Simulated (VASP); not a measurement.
A run of VASP 6.6.1 is set up as follows.

File INCAR:

```
SYSTEM = HfN
  PREC = Accurate
  ENCUT = 520
  EDIFF = 1E-6
  ISMEAR = 0
  SIGMA = 0.15
  LREAL = .False.
  LASPH = .True.
  NELM = 60
  ALGO = Normal
  ISIF = 2
  LWAVE = .False.
  LCHARG = .False.
  GGA = PS
  NBANDS = 14
```

The input KPOINTS:

```
Automatic mesh
0
Gamma
  16 16 16
  0 0 0
```

The input POSCAR:

```
HfN
1.0
    0.0000000000      2.4548220000      2.4548220000
    2.4548220000      0.0000000000      2.4548220000
    2.4548220000      2.4548220000      0.0000000000
Hf N
1 1
Direct
    0.0000000000      0.0000000000      0.0000000000
    0.8558356252      0.7147214583      0.7147214583
```

Potentials or basis: VASP PAW PBE potentials, release 64 (Hf_pv, N).

Launch:

```bash
$ cat potpaw_PBE.64/Hf_pv/POTCAR potpaw_PBE.64/N/POTCAR > POTCAR
$ mpirun -np 1 vasp_std > vasp.out
```

Question: What does it give for the pressure?

Answer: 0.5 GPa.

Question: Predict the largest force.

Answer: 1.987 eV/Å.

Forces on the atoms (eV/Å):
```
Hf  -1.147  1.147  1.147
N    1.147 -1.147 -1.147
```

Caveat: the cell differs from its parent crystal (all N atoms moved -0.300 Å, as atom 2 towards its neighbour atom 1 (Hf) at 2.126 Å); the PAW data sets were made with another functional, which shifts forces and pressure a little.
